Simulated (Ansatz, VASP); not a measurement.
SnTe in VASP and in Ansatz

```
Sn Te
1.0
     0.00000    3.60926    3.60926
     3.60926    0.00000    3.60926
     3.60926    3.60926    0.00000
Sn Te
1 1
Direct
  0.00000 0.00000 0.00000
  0.25000 0.25000 0.25000
```

Alike in both runs: task single point; functional PBE; k mesh 6 × 6 × 6; occupations fermi-dirac, width 0.02 eV; no spin polarisation.

|  | VASP | Ansatz |
| --- | --- | --- |
| version | VASP 6.6.1 | Ansatz 0.2.0 |
| potentials or method | VASP PAW PBE potentials, release 64 (Sn_d, Te) | plane waves, PAW |
| plane-wave cutoff (eV) | 520 | 420 |
| valence electrons in the cell | 20 | 30 |

|  | VASP | Ansatz | Ansatz less VASP |
| --- | --- | --- | --- |
| pressure (GPa) | 0.0 | 0.0 | +0.01 |

VASP's potentials hold 20 valence electrons a cell and Ansatz's 30, so a difference there can come from the potentials and not from the codes.

Neither program's run includes spin-orbit coupling.
